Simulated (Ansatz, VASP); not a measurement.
**InSe: VASP beside Ansatz**

```
In Se
1.0
     2.00591    1.15811    8.41344
    -2.00591    1.15811    8.41344
     0.00000   -2.31623    8.41344
In Se
2 2
Direct
  0.99934 0.99934 0.99934
  0.88932 0.88932 0.88932
  0.38319 0.38319 0.38319
  0.17214 0.17214 0.17214
```

Alike in both runs: functional PBEsol; k mesh 6 × 6 × 6; no spin polarisation.

Ansatz relaxed the structure, and its values are those at the end. VASP's run is a single point on that final structure, the one shown.

|  | VASP | Ansatz |
| --- | --- | --- |
| version | VASP 6.6.1 | Ansatz 0.2.0 |
| potentials or method | VASP PAW PBE potentials, release 64 (In_d, Se), cutoff 500 eV | plane waves, PAW |
| occupations | gaussian, width 0.01 eV | fixed |
| valence electrons in the cell | 38 | 58 |

|  | VASP | Ansatz | Ansatz less VASP |
| --- | --- | --- | --- |
| pressure (GPa) | 0.1 | 0.0 | -0.06 |
| rms of the force components (eV/Å) | 0.010 | 0.001 | -0.0094 |

VASP's potentials were made for PBE, not for PBEsol. VASP's potentials hold 38 valence electrons a cell and Ansatz's 58, so a difference there can come from the potentials and not from the codes.
